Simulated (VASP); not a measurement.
Write the native input for VASP 6.6.1 that does the following.

```
Task                   : single point
Functional             : PBE
Potentials or basis    : VASP PAW PBE potentials, release 64 (Sn_d, Ge_d, O)
Cutoff                 : 520 eV
k mesh                 : 8 × 8 × 6
Occupations            : gaussian, width 0.02 eV
Spin                   : no spin polarisation
Dipole correction      : no
Further INCAR settings : ALGO = Normal; EDIFF = 1e-06; NBANDS = 28
```

The structure of SnGeO2 lies in POSCAR:

```
SnGeO2
1.0
    3.7482967000      0.0000000000      0.0000000000
    0.0000000000      3.7482967000      0.0000000000
    0.0000000000      0.0000000000      4.8073266000
Sn Ge O
1 1 2
Direct
    0.5000000000      0.5000000000      0.2405360000
    0.0000000000      0.0000000000      0.7829190000
    0.0000000000      0.5000000000      0.9882720000
    0.5000000000      0.0000000000      0.9882720000
```

One way to write it, as run:

INCAR

```
SYSTEM = SnGeO2
ALGO     = Normal         ! electronic algorithm
EDIFF    = 1E-6           ! SCF threshold, eV
ENCUT    = 520            ! plane-wave cutoff, eV
GGA      = PE             ! functional
ISIF     = 2              ! what is computed and relaxed
ISMEAR   = 0              ! smearing method
LASPH    = .TRUE.         ! aspherical terms in the spheres
LCHARG   = .FALSE.        ! write CHGCAR
LREAL    = .FALSE.        ! projectors in reciprocal space
LWAVE    = .FALSE.        ! write WAVECAR
NBANDS   = 28             ! bands
NELM     = 60             ! most SCF steps
PREC     = Accurate       ! precision mode
SIGMA    = 0.02           ! smearing width, eV
```

KPOINTS

```
k-points
0
G
  8 8 6
  0 0 0
```

Potentials or basis: VASP PAW PBE potentials, release 64 (Sn_d, Ge_d, O).

Launch:

```sh
$ cat potpaw_PBE.64/Sn_d/POTCAR potpaw_PBE.64/Ge_d/POTCAR potpaw_PBE.64/O/POTCAR > POTCAR
$ mpirun -np 1 vasp_std > vasp.out
```

Results of the run:

| Quantity | Value |
| --- | --- |
| Pressure | 0.2 GPa |
| Largest force | 0.074 eV/Å |
| Band gap on the k mesh | 1.00 eV (least direct gap 2.21 eV) |

Caveat: spin-orbit coupling is left out, which moves the levels of the heavy elements.

It took 34 s on 1 thread of Intel(R) Xeon(R) 6975P-C (Granite Rapids), with other jobs on the host, peak memory 0.25 GiB.
